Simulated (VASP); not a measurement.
Write the native input for VASP 6.6.1 that does the following.

```
Task                   : single point
Functional             : r2SCAN
Potentials or basis    : VASP PAW PBE potentials, release 64 (Na_pv, H)
Cutoff                 : 520 eV
k mesh                 : 6 × 6 × 6
Occupations            : gaussian, width 0.01 eV
Spin                   : no spin polarisation
Dipole correction      : no
Further INCAR settings : ALGO = Normal; EDIFF = 1e-07; NBANDS = 11
```

The system is NaH.

```xyz
2
Lattice="2.9940 0.0000 0.0000 0.0000 2.9940 0.0000 0.0000 0.0000 2.9940" Properties=species:S:1:pos:R:3 pbc="T T T"
Na    0.0000    0.0000    0.0000
H     1.4970    1.4970    1.4970
```

These files were run (other wordings do the same):

POSCAR

```
NaH
1.0
    2.9940116701      0.0000000000      0.0000000000
    0.0000000000      2.9940116701      0.0000000000
    0.0000000000      0.0000000000      2.9940116701
Na H
1 1
Direct
    0.0000000000      0.0000000000      0.0000000000
    0.5000000000      0.5000000000      0.5000000000
```

INCAR.step1

```
SYSTEM = NaH
PREC     = Accurate       ! precision mode
ENCUT    = 520            ! plane-wave cutoff, eV
ISMEAR   = 0              ! smearing method
SIGMA    = 0.01           ! smearing width, eV
LREAL    = .FALSE.        ! projectors in reciprocal space
LASPH    = .TRUE.         ! aspherical terms in the spheres
NELM     = 100            ! most SCF steps
NBANDS   = 11             ! bands
GGA      = PE             ! functional
ALGO     = Normal         ! electronic algorithm
EDIFF    = 1E-4           ! SCF threshold, eV
LWAVE    = .TRUE.         ! write WAVECAR
LCHARG   = .FALSE.        ! write CHGCAR
```

INCAR.step2

```
SYSTEM = NaH
PREC     = Accurate       ! precision mode
ENCUT    = 520            ! plane-wave cutoff, eV
EDIFF    = 1E-7           ! SCF threshold, eV
ISMEAR   = 0              ! smearing method
SIGMA    = 0.01           ! smearing width, eV
LREAL    = .FALSE.        ! projectors in reciprocal space
LASPH    = .TRUE.         ! aspherical terms in the spheres
NELM     = 100            ! most SCF steps
ALGO     = Normal         ! electronic algorithm
ISIF     = 2              ! what is computed and relaxed
LWAVE    = .FALSE.        ! write WAVECAR
LCHARG   = .FALSE.        ! write CHGCAR
METAGGA  = R2SCAN         ! meta-GGA
LMIXTAU  = .TRUE.       
NBANDS   = 11             ! bands
ISTART   = 1
```

KPOINTS

```
regular mesh
0
G
  6 6 6
  0 0 0
```

Potentials or basis: VASP PAW PBE potentials, release 64 (Na_pv, H).

Command:

```console
$ cat potpaw_PBE.64/Na_pv/POTCAR potpaw_PBE.64/H/POTCAR > POTCAR
$ cp INCAR.step1 INCAR
$ mpirun -np 1 vasp_std > vasp.out
$ cp INCAR.step2 INCAR
$ mpirun -np 1 vasp_std > vasp.out
```

It gave:

```json
{
 "Pressure": "-1.7 GPa",
 "Band gap on the k mesh": "1.60 eV, indirect (least direct gap 4.98 eV)"
}
```

Caveat: the PAW data sets were made with another functional, which shifts forces and pressure a little.

It took 15 s on 1 thread of Intel(R) Xeon(R) Platinum 8259CL CPU @ 2.50GHz (Skylake/Cascade Lake) (shared host), peak memory 0.13 GiB.
